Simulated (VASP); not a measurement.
## GaN: single point with PBE

The system is GaN.

```xyz
2
Lattice="0.0000 2.2827 2.2827 2.2827 0.0000 2.2827 2.2827 2.2827 0.0000" Properties=species:S:1:pos:R:3 pbc="T T T"
Ga    0.0000    0.0000    0.0000
N     1.1413    1.1413    1.1413
```

This cell differs from its parent crystal: strain +1.5%.

| Property | Result |
| --- | --- |
| Program | VASP 6.6.1 |
| Task | single point |
| Functional | PBE |
| Potentials or basis | VASP PAW PBE potentials, release 64 (Ga_d, N) |
| Cutoff | 520 eV |
| k mesh | 6 × 6 × 6 |
| Occupations | gaussian, width 0.01 eV |
| Spin | no spin polarisation |

The pressure is -1.8 GPa and the band gap on the k mesh is 1.47 eV, direct.

Levels at points of the mesh, in eV from the valence-band top:
```
           k point  band 5  band 6  band 7  band 8  band 9  band 10  band 11  band 12  band 13  band 14
(0.00, 0.00, 0.00)  -13.14  -13.14    0.00    0.00    0.00     1.47    10.06    10.06    10.06    17.08
(0.50, 0.00, 0.00)  -13.10  -11.89   -6.79   -0.92   -0.92     4.37     8.53    10.16    10.16    15.31
(0.50, 0.50, 0.00)  -13.07  -11.46   -5.97   -2.57   -2.57     3.34     6.43    11.44    13.55    13.55
```

Run time: 5.6 s on 1 thread of Intel(R) Xeon(R) Platinum 8259CL CPU @ 2.50GHz (Skylake/Cascade Lake) (shared host), peak memory 0.14 GiB.

Caveat: the cell differs from its parent crystal (strain +1.5%).
